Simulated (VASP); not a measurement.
A run of VASP 6.6.1 is set up as follows.

The input INCAR:

```
ALGO = Normal ; EDIFF = 1E-7
ENCUT = 520 ; GGA = PE
ISIF = 2 ; ISMEAR = 0
LASPH = T ; LCHARG = F
LREAL = F ; LWAVE = F
NBANDS = 41 ; NELM = 100
PREC = Accurate ; SIGMA = 0.1
```

KPOINTS

```
k-points
0
Gamma
  4 4 4
```

Contents of POSCAR:

```
MgCd3O4
1.0
    5.0032808900      0.0000000000      0.0000000000
    0.0000000000      5.0032808900      0.0000000000
    0.0000000000      0.0000000000      5.0032808900
Mg Cd O
1 3 4
Direct
    0.5000000000      0.5000000000      0.5000000000
    0.5000000000      0.0000000000      0.0000000000
    0.0000000000      0.0000000000      0.5000000000
    0.0000000000      0.5000000000      0.0000000000
    0.0000000000      0.5000000000      0.5000000000
    0.5000000000      0.5000000000      0.0000000000
    0.0000000000      0.0000000000      0.0000000000
    0.5000000000      0.0000000000      0.5000000000
```

Potentials or basis: VASP PAW PBE potentials, release 64 (Mg, Cd, O).

Launch:

```bash
$ cat potpaw_PBE.64/Mg/POTCAR potpaw_PBE.64/Cd/POTCAR potpaw_PBE.64/O/POTCAR > POTCAR
$ mpirun -np 1 vasp_std > vasp.out
```

Q: Predict the pressure.

A: -16.0 GPa.

Q: What does it give for the band gap on the k mesh?

A: Zero (bands 31 and 32 overlap by 0.55 eV).

Caveat: the cell stands under tension; semilocal functionals underestimate gaps, so a narrow gap can read as zero.
